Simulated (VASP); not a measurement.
Crystal: PbO.

```
CELL_PARAMETERS angstrom
3.32386 0.00000 0.00000
0.00000 3.32386 0.00000
0.00000 0.00000 4.35663
ATOMIC_POSITIONS crystal
Pb 0.50000 0.50000 0.50000
O 0.00000 0.00000 0.00000
```

| Quantity | Value |
| --- | --- |
| Program | VASP 6.6.1 |
| Task | relaxation of cell and atoms |
| Functional | PBE |
| Potentials or basis | VASP PAW PBE potentials, release 64 (Pb_d, O) |
| Cutoff | 600 eV |
| k mesh | 6 × 6 × 4 |
| Occupations | gaussian, width 0.1 eV |
| Spin | no spin polarisation |

At the start: pressure -12.6 GPa; volume 24.07 Å³/atom.

Where does the relaxation end?

Over 8 steps the energy falls by 811.1 meV/atom and the volume is 16.56 Å³/atom (-31.2 %); space group P4/mmm (No. 123, to 0.1 Å) before, Pm-3m (No. 221, to 0.1 Å).

The path:
```
step  energy change (eV)  largest force (eV/Å)  pressure (GPa)  volume (Å³)
   1              0.0000                0.0000          -12.56        48.13
   2             -1.5060                0.0000           -5.59        35.71
   3             -1.6107                0.0000           -0.59        33.39
   4             -1.6171                0.0000            1.61        32.63
   5             -1.6166                0.0000            0.75        32.91
   6             -1.6212                0.0000           -0.82        33.47
   7             -1.6212                0.0000           -0.68        33.41
   8             -1.6222                0.0000            0.12        33.12
```

Final structure:
```
CELL_PARAMETERS angstrom
3.21183 0.00000 0.00000
0.00000 3.21183 0.00000
0.00000 0.00000 3.21023
ATOMIC_POSITIONS crystal
Pb 0.50000 0.50000 0.50000
O 0.00000 0.00000 0.00000
```

Caveat: the volume moved by over 15 % at a fixed basis, so the end points are rough.
